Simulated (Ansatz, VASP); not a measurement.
Given: the input of a run of VASP 6.6.1 on Zn.

Contents of POSCAR:

```
Zn
1.0
   -1.5998102441      1.5998102441      1.5998102441
    1.5998102441     -1.5998102441      1.5998102441
    1.5998102441      1.5998102441     -1.5998102441
Zn
1
Direct
    0.0000000000      0.0000000000      0.0000000000
```

INCAR.step1

```
  PREC = Accurate
  ENCUT = 520
  EDIFF = 1E-5
  ISMEAR = -1
  SIGMA = 0.05
  LREAL = F
  LASPH = T
  NELM = 60
  ALGO = Normal
  ISIF = 2
  LWAVE = T
  GGA = PE
  NBANDS = 12
```

The input INCAR.step2:

```
  PREC = Accurate
  ENCUT = 520
  EDIFF = 1E-7
  ISMEAR = -1
  SIGMA = 0.05
  LREAL = F
  LASPH = T
  NELM = 60
  ALGO = Normal
  ISIF = 2
  LWAVE = F
  LCHARG = T
  GGA = PE
  LHFCALC = T
  HFSCREEN = 0.2079
  PRECFOCK = Normal
  LELF = T
  LVHAR = T
  ISTART = 1
  NBANDS = 12
```

The input KPOINTS:

```
regular mesh
0
Gamma
  8 8 8
```

Potentials or basis: VASP PAW PBE potentials, release 64 (Zn).

Launch:

```console
$ cat potpaw_PBE.64/Zn/POTCAR > POTCAR
$ cp INCAR.step1 INCAR
$ mpirun -np 1 vasp_std > vasp.out
$ cp INCAR.step2 INCAR
$ mpirun -np 1 vasp_std > vasp.out
```

Q: Translate it to Ansatz 0.2.0. Potentials there: Ansatz PAW.

A: As run (the cutoff follows the program's own potentials):

Contents of input:

```
crystal:
  lattice:
    - [-1.5998102441, 1.5998102441, 1.5998102441]
    - [1.5998102441, -1.5998102441, 1.5998102441]
    - [1.5998102441, 1.5998102441, -1.5998102441]
  atoms:
    - { symbol: Zn, position: [0.0, 0.0, 0.0] }
hamiltonian:
  xc: hse06
  pseudopotentials: { kind: paw }
kpoints:
  mp_grid: { grid: [8, 8, 8] }
scf:
  occupations: { method: fermi_dirac, width: 0.05 }
output:
  forces: true
  stress: true
  eigenvalues: true
```

Both were run:

|  | VASP | Ansatz | Ansatz less VASP |
| --- | --- | --- | --- |
| gap on the k mesh at the Fermi level (eV) | none | none | - |
| pressure (GPa) | -4.4 | -4.5 | -0.09 |

A gap of «none» marks a metal or a gap that the smearing closes. The functional is the same, so the differences come from potentials, cutoffs and numerics.
